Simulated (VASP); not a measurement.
Here is a VASP 6.6.1 calculation.

File POSCAR:

```
Ta
1.0
   -1.6836662614      1.6836662614      1.6836662614
    1.6836662614     -1.6836662614      1.6836662614
    1.6836662614      1.6836662614     -1.6836662614
Ta
1
Direct
    0.0000000000      0.0000000000      0.0000000000
```

File INCAR.step1:

```
SYSTEM = Ta
PREC = Accurate ; ENCUT = 550
ISMEAR = -1 ; SIGMA = 0.05
LREAL = .False. ; LASPH = .True.
NELM = 120 ; NBANDS = 12
GGA = PE ; ALGO = Normal
EDIFF = 1E-5 ; LWAVE = .True.
LCHARG = .False. ; GGA_COMPAT = .False.
```

File INCAR.step2:

```
SYSTEM = Ta
PREC = Accurate ; ENCUT = 550
EDIFF = 1E-6 ; ISMEAR = -1
SIGMA = 0.05 ; LREAL = .False.
LASPH = .True. ; NELM = 120
ALGO = Normal ; ISIF = 2
LWAVE = .False. ; LCHARG = .False.
METAGGA = R2SCAN ; LMIXTAU = .True.
NBANDS = 12 ; ISTART = 1
GGA_COMPAT = .False.
```

The input KPOINTS:

```
Automatic mesh
0
Gamma
  11 11 11
  0 0 0
```

Potentials or basis: VASP PAW PBE potentials, release 64 (Ta_sv_GW).

Launch:

```sh
$ cat potpaw_PBE.64/Ta_sv_GW/POTCAR > POTCAR
$ cp INCAR.step1 INCAR
$ mpirun -np 1 vasp_std > vasp.out
$ cp INCAR.step2 INCAR
$ mpirun -np 1 vasp_std > vasp.out
```

Question: What does it give for the pressure?

Answer: -11.4 GPa.

Question: What does it give for the band gap on the k mesh?

Answer: Zero (an odd number of electrons rules out a gap without spin polarisation).

Caveat: the cell stands under tension; the PAW data sets were made with another functional, which shifts forces and pressure a little; spin-orbit coupling is left out, which moves the levels of the heavy elements.
